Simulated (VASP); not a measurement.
# PtSe2 (Sudovikovite) (P-3m1) in VASP: further runs

PtSe2 (Sudovikovite) is run at these levels: PBEsol+D4, LDA; tasks: single point.

Program: VASP 6.6.1. These are calculated values, not measurements. Logs are shortened: lines on timing, memory, paths and dates and some standing lists are left out, and cuts for length are marked.

**1. The cell of the first run**

It takes space group P-3m1 (No. 164, trigonal). Conventional cell: a = 3.648 Å, b = 3.648 Å, c = 4.959 Å, α = 90.00°, β = 90.00°, γ = 120.00°. Pt (site symmetry -3m) has 6 Se at 2.44 Å within 3.2 Å. Se (site symmetry 3m) has 3 Pt at 2.44 Å within 3.2 Å.

**2. Single point, PBEsol+D4**

File INCAR:

```
SYSTEM = PtSe2
ALGO     = Normal         ! electronic algorithm
EDIFF    = 1E-7           ! SCF threshold, eV
ENCUT    = 520            ! plane-wave cutoff, eV
GGA      = PS             ! functional
ISIF     = 2              ! what is computed and relaxed
ISMEAR   = -1             ! smearing method
IVDW     = 13             ! dispersion correction
LASPH    = .True.         ! aspherical terms in the spheres
LCHARG   = .False.        ! write CHGCAR
LREAL    = .False.        ! projectors in reciprocal space
LWAVE    = .False.        ! write WAVECAR
NBANDS   = 18             ! bands
NELM     = 100            ! most SCF steps
PREC     = Accurate       ! precision mode
SIGMA    = 0.05           ! smearing width, eV
```

File KPOINTS:

```
k-points
0
Gamma
  8 8 5
  0 0 0
```

File POSCAR:

```
PtSe2
1.0
    3.6479786689      0.0000000000      0.0000000000
   -1.8239893344      3.1592421997      0.0000000000
    0.0000000000      0.0000000000      4.9586648823
Pt Se
1 2
Direct
    0.0000000000      0.0000000000      0.0000000000
    0.6666666667      0.3333333333      0.7500000000
    0.3333333333      0.6666666667      0.2500000000
```

Potentials or basis: VASP PAW PBE potentials, release 64 (Pt, Se).

Launch:

```bash
$ cat potpaw_PBE.64/Pt/POTCAR potpaw_PBE.64/Se/POTCAR > POTCAR
$ mpirun -np 1 vasp_std > vasp.out
```

OUTCAR:

```text
SYSTEM = PtSe2
   EDIFF = 1E-7
   ENCUT = 520
   GGA = PS
   ISIF = 2
   ISMEAR = -1
   IVDW = 13
   LASPH = .True.
   LREAL = .False.
   NELM = 100
   PREC = Accurate

 ion  position               nearest neighbor table
   1  0.000  0.000  0.000-   2 2.44   3 2.44   3 2.44   2 2.44   2 2.44   3 2.44
   2  0.667  0.333  0.750-   1 2.44   1 2.44   1 2.44
   3  0.333  0.667  0.250-   1 2.44   1 2.44   1 2.44

  LATTYP: Found a hexagonal cell.
 ALAT       =     3.6479786689
 C/A-ratio  =     1.3592910848

  Lattice vectors:

 A1 = (   3.6479786689,   0.0000000000,   0.0000000000)
 A2 = (  -1.8239893344,   3.1592421997,   0.0000000000)
 A3 = (   0.0000000000,   0.0000000000,   4.9586648823)

Analysis of symmetry for initial positions (statically):
=====================================================================
 Subroutine PRICEL returns:
 Original cell was already a primitive cell.

 Routine SETGRP: Setting up the symmetry group for a
 hexagonal supercell.

 Subroutine GETGRP returns: Found 12 space group operations
 (whereof 12 operations were pure point group operations)
 out of a pool of 24 trial point group operations.

The static configuration has the point symmetry D_3d.

Analysis of symmetry for dynamics (positions and initial velocities):
=====================================================================
 Subroutine PRICEL returns:
 Original cell was already a primitive cell.

 Routine SETGRP: Setting up the symmetry group for a
 hexagonal supercell.

 Subroutine GETGRP returns: Found 12 space group operations
 (whereof 12 operations were pure point group operations)
 out of a pool of 24 trial point group operations.

The dynamic configuration has the point symmetry D_3d.

 Subroutine INISYM returns: Found 12 space group operations
 (whereof 12 operations are pure point group operations),
 and found     1 'primitive' translations

----------------------------------------------------------------------------------------

                                     Primitive cell

  volume of cell :      57.1479

  direct lattice vectors                    reciprocal lattice vectors
     3.647978669  0.000000000  0.000000000     0.274124410  0.158265802  0.000000000
    -1.823989334  3.159242200  0.000000000     0.000000000  0.316531604  0.000000000
     0.000000000  0.000000000  4.958664882     0.000000000  0.000000000  0.201667187

  length of vectors
     3.647978669  3.647978669  4.958664882     0.316531604  0.316531604  0.201667187

  position of ions in fractional coordinates (direct lattice)
     0.000000000  0.000000000  0.000000000
     0.666666667  0.333333333  0.750000000
     0.333333333  0.666666667  0.250000000

  ion indices of the primitive-cell ions
   primitive index   ion index
                 1           1
                 2           2
                 3           3

----------------------------------------------------------------------------------------

 KPOINTS: k-points

Automatic generation of k-mesh.
 Grid dimensions read from file:
 generate k-points for:    8    8    5

 Generating k-lattice:

  Cartesian coordinates                     Fractional coordinates (reciprocal lattice)
     0.034265551  0.019783225  0.000000000     0.125000000  0.000000000  0.000000000
     0.000000000  0.039566450  0.000000000     0.000000000  0.125000000  0.000000000
     0.000000000  0.000000000  0.040333437     0.000000000  0.000000000  0.200000000

  Length of vectors
     0.039566450  0.039566450  0.040333437

  Shift w.r.t. Gamma in fractional coordinates (k-lattice)
     0.000000000  0.000000000  0.000000000

 Subroutine IBZKPT returns following result:
 ===========================================

 Found     40 irreducible k-points:

 Following reciprocal coordinates:
            Coordinates               Weight
  0.000000  0.000000  0.000000      1.000000
  0.125000  0.000000  0.000000      6.000000
  0.250000  0.000000  0.000000      6.000000
  0.375000  0.000000  0.000000      6.000000
  0.500000  0.000000  0.000000      3.000000
  0.125000  0.125000  0.000000      6.000000
[... 16 lines left out ...]
 -0.125000  0.500000  0.200000     12.000000
  0.250000  0.250000  0.200000     12.000000
 [... further k-points ...]
   k-points           NKPTS =     40   k-points in BZ     NKDIM =     40   number of bands    NBANDS=     18
   number of dos      NEDOS =    301   number of ions     NIONS =      3
   total plane-waves  NPLWV =  31360
   dimension x,y,z NGX =    28 NGY =   28 NGZ =   40
   dimension x,y,z NGXF=    56 NGYF=   56 NGZF=   80
   ions per type =               1   2
   NGX,Y,Z   is equivalent  to a cutoff of  12.76, 12.76, 13.41 a.u.
   NGXF,Y,Z  is equivalent  to a cutoff of  25.52, 25.52, 26.82 a.u.
 SYSTEM =  PtSe2
   PREC   = accura    normal or accurate (medium, high low for compatibility)
   ISTART =      0    job   : 0-new  1-cont  2-samecut
   ICHARG =      2    charge: 1-file 2-atom 10-const
   ISPIN  =      1    spin polarized calculation?
   LNONCOLLINEAR =      F non collinear calculations
   LSORBIT =      F    spin-orbit coupling
   LASPH  =      T    aspherical Exc in radial PAW
   ENCUT  =  520.0 eV  38.22 Ry    6.18 a.u.   6.78  6.78  9.22*2*pi/ulx,y,z
   NELM   =    100;   NELMIN=  2; NELMDL= -5     # of ELM steps
   EDIFF  = 0.1E-06   stopping-criterion for ELM
   LREAL  =      F    real-space projection
   EDIFFG = 0.1E-05   stopping-criterion for IOM
   NSW    =      0    number of steps for IOM
   IBRION =     -1    ionic relax: 0-MD 1-quasi-New 2-CG
   NFREE  =      0    steps in history (QN), initial steepest desc. (CG)
   ISIF   =      2    stress and relaxation
   ISYM   =      2    0-nonsym 1-usesym 2-fastsym
   POTIM  = 0.5000    time-step for ionic-motion
   TEBEG  =    0.0;   TEEND  =   0.0 temperature during run
   PSTRESS=    0.0 pullay stress
   NELECT =      22.0000    total number of electrons
   NUPDOWN=      -1.0000    fix difference up-down
   EMIN   =  10.00;   EMAX   =-10.00  energy-range for DOS
   EFERMI =   0.00;   METHOD = LEGACY
   ISMEAR =    -1;   SIGMA  =   0.05  broadening in eV -4-tet -1-fermi 0-gaus
   EFERMI_NEDOS =   21; number of points for ismear=-14 and -15
   IALGO  =     38    algorithm
   IMIX   =      4    mixing-type and parameters
     AMIX     =   0.40;   BMIX     =  1.00
     AMIX_MAG =   1.60;   BMIX_MAG =  1.00
  volume/ion in A,a.u.               =      19.05       128.55
  Fermi-wavevector in a.u.,A,eV,Ry     =   1.190919  2.250512 19.296996  1.418289
  Thomas-Fermi vector in A             =   2.326993
   LORBIT       =      0    0 simple, 1 ext, 2 COOP (PROOUT), +10 PAW based schemes
   GGA     = PS    functional components
   LHFCALC =     F    Hartree Fock is set to
   AEXX    =    0.0000 exact exchange contribution
   IVDW    =    13    specifies the selected vdW correction
   LEPSILON=     F    determine dielectric tensor
   LRPA    =     F    only Hartree local field effects (RPA)
 non-spin polarized calculation
  energy-cutoff  :      520.00
  volume of cell :       57.15
 maximum number of plane-waves:      1550
 NGX is ok and might be reduce to    28
   NGX = 13   NGY = 13   NGZ = 19

 number of electron      22.0000001 magnetization

 Free energy of the ion-electron system (eV)
  ---------------------------------------------------
  ext. energy  EPLUGINS =         0.00000000
  ---------------------------------------------------
  free energy    TOTEN  =       -15.73053958 eV

  energy without entropy =      -15.72448767  energy(sigma->0) =      -15.72751362

 E-fermi :   7.3362     XC(G=0): -11.1063

 val. band max:        7.1956470916   @ k =   0.1250   0.0000   0.0000
 cond. band min:       7.3727948485   @ k =   0.3750   0.2500   0.0000
 fundamental gap:      0.1771477569
 Fermi energy:         7.3362139333

 k-point     1 :       0.0000    0.0000    0.0000
  band No.  band energies     occupation
      1      -9.0562      2.00000
      2      -5.8194      2.00000
      3      -0.5253      2.00000
      4       0.2218      2.00000
      5       0.2218      2.00000
      6       2.8589      2.00000
[... 10 lines left out ...]
     17      14.4647      0.00000
     18      19.2147      0.00000

 k-point     2 :       0.1250    0.0000    0.0000
  band No.  band energies     occupation
      1      -8.8612      2.00000
      2      -5.9200      2.00000
      3      -0.3048      2.00000
      4       0.3459      2.00000
      5       0.3647      2.00000
      6       2.5952      2.00000
[... 10 lines left out ...]
     17      15.0814      0.00000
     18      17.0382      0.00000

 k-point     3 :       0.2500    0.0000    0.0000
  band No.  band energies     occupation
      1      -8.3200      2.00000
      2      -6.1693      2.00000
      3       0.2382      2.00000
      4       0.6463      2.00000
      5       0.7569      2.00000
      6       1.6467      2.00000
[... 10 lines left out ...]
     17      15.4134      0.00000
     18      15.6372      0.00000

 k-point     4 :       0.3750    0.0000    0.0000
  band No.  band energies     occupation
      1      -7.5850      2.00000
      2      -6.4895      2.00000
      3      -0.1257      2.00000
      4       0.8957      2.00000
      5       1.1467      2.00000
      6       1.8198      2.00000
[... 375 lines left out ...]
      4       0.7236      2.00000
      5       1.6238      2.00000
      6       1.6641      2.00000
[... 10 lines left out ...]
     17      16.4316      0.00000
     18      16.9815      0.00000

 k-point    23 :      -0.1250    0.5000    0.2000
  band No.  band energies     occupation
      1      -7.1972      2.00000
      2      -6.5727      2.00000
      3      -0.5977      2.00000
      4       0.5528      2.00000
      5       1.1689      2.00000
      6       2.4028      2.00000
[... 10 lines left out ...]
     17      16.6407      0.00000
     18      17.3503      0.00000

 k-point    24 :       0.2500    0.2500    0.2000
  band No.  band energies     occupation
      1      -7.1805      2.00000
      2      -6.6116      2.00000
      3      -0.0065      2.00000
      4       0.4147      2.00000
      5       1.0074      2.00000
      6       1.8412      2.00000
[... 10 lines left out ...]
     17      15.7406      0.00000
     18      16.4244      0.00000

 [... further k-points ...]

------------------------ aborting loop because EDIFF is reached ----------------------------------------

  DFT-D4 for vdW energy calculation

  Edisp (eV):   -0.91275

  FORCE on cell =-STRESS in cart. coord.  units (eV):
  Direction    XX          YY          ZZ          XY          YZ          ZX
  --------------------------------------------------------------------------------------
  -------------------------------------------------------------------------------------
  Total       4.07613     4.07613     2.22051     0.00000     0.00000     0.00000
  in kB     114.27705   114.27705    62.25351     0.00000     0.00000     0.00000
  external pressure =       96.94 kB  Pullay stress =        0.00 kB

 VOLUME and BASIS-vectors are now :
 -----------------------------------------------------------------------------
  energy-cutoff  :      520.00
  volume of cell :       57.15
      direct lattice vectors                 reciprocal lattice vectors
     3.647978669  0.000000000  0.000000000     0.274124410  0.158265802  0.000000000
    -1.823989334  3.159242200  0.000000000     0.000000000  0.316531604  0.000000000
     0.000000000  0.000000000  4.958664882     0.000000000  0.000000000  0.201667187

 POSITION                                       TOTAL-FORCE (eV/Angst)
 -----------------------------------------------------------------------------------
      0.00000      0.00000      0.00000         0.000000      0.000000      0.000000
      1.82399      1.05308      3.71900         0.000000      0.000000     -1.241050
     -0.00000      2.10616      1.23967        -0.000000      0.000000      1.241050
 -----------------------------------------------------------------------------------
    total drift:                               -0.000000     -0.000000     -0.000000

  FREE ENERGIE OF THE ION-ELECTRON SYSTEM (eV)
  ---------------------------------------------------
  free  energy   TOTEN  =       -16.6432850630 eV

  energy  without entropy=      -16.6372331572  energy(sigma->0) =      -16.64025911
```

It took 49 s on 1 thread of Intel Xeon Platinum 8375C at 2.90GHz (Ice Lake), shared host; peak memory 0.2 GiB.

Results:

```
Free energy                : -16.6433 eV
Pressure                   : 9.7 GPa
Largest force              : 1.241 eV/Å
Band gap on the k mesh     : zero (band 11 reaches 7.71 eV, above the bottom of band 12 at 7.37 eV)
Dispersion energy per atom : -0.304 eV
```

Forces on the atoms (eV/Å):
```
Pt   0.000  0.000  0.000
Se   0.000  0.000 -1.241
Se   0.000  0.000  1.241
```

Stress tensor (GPa, compression positive):
```
11.43  0.00  0.00
 0.00 11.43  0.00
 0.00  0.00  6.23
```

Caveat: the PAW data sets were made with another functional, which shifts forces and pressure a little; spin-orbit coupling is left out, which moves the levels of the heavy elements; pairwise dispersion overbinds metals, which lowers pressure and volume.

**3. Single point, LDA**

This run uses another cell than the first one, of 19.45 Å³/atom, 1.021 times its volume.

File INCAR:

```
ALGO = Normal
EDIFF = 1E-7
ENCUT = 520
ISIF = 2
ISMEAR = -1
LASPH = T
LCHARG = F
LREAL = F
LWAVE = F
NBANDS = 18
NELM = 80
PREC = Accurate
SIGMA = 0.05
```

File KPOINTS:

```
k-points
0
Gamma
  8 8 5
```

File POSCAR:

```
PtSe2
1.0
    3.6736695059      0.0000000000      0.0000000000
   -1.8368347530      3.1814911172      0.0000000000
    0.0000000000      0.0000000000      4.9935862081
Pt Se
1 2
Direct
    0.0000000000      0.0000000000      0.0000000000
    0.6666666667      0.3333333333      0.7500000000
    0.3333333333      0.6666666667      0.2500000000
```

Potentials or basis: VASP PAW LDA potentials, release 64 (Pt, Se).

Launch:

```bash
$ cat potpaw_LDA.64/Pt/POTCAR potpaw_LDA.64/Se/POTCAR > POTCAR
$ mpirun -np 1 vasp_std > vasp.out
```

It took 38 s on 1 thread of Intel Xeon Platinum 8375C at 2.90GHz (Ice Lake), shared host; peak memory 0.17 GiB.

Results (log left out):

```
Free energy            : -17.0178 eV
Pressure               : 6.0 GPa
Largest force          : 0.799 eV/Å
Band gap on the k mesh : zero (band 11 reaches 7.51 eV, above the bottom of band 12 at 7.17 eV)
```

Forces on the atoms (eV/Å):
```
Pt   0.000  0.000  0.000
Se   0.000  0.000 -0.799
Se   0.000  0.000  0.799
```

Stress tensor (GPa, compression positive):
```
7.14 0.00 0.00
0.00 7.14 0.00
0.00 0.00 3.71
```

Levels at points of the mesh, in eV from the Fermi level:
```csv
k point,band 7,band 8,band 9,band 10,band 11,band 12,band 13,band 14,band 15,band 16
"(0.00, 0.00, 0.00)",-4.31,-2.73,-1.14,-1.14,0.38,1.49,1.49,3.39,4.31,7.19
"(0.50, 0.00, 0.00)",-3.98,-3.77,-3.75,-3.65,-3.12,0.62,2.46,4.82,5.72,6.98
```

Caveat: spin-orbit coupling is left out, which moves the levels of the heavy elements.
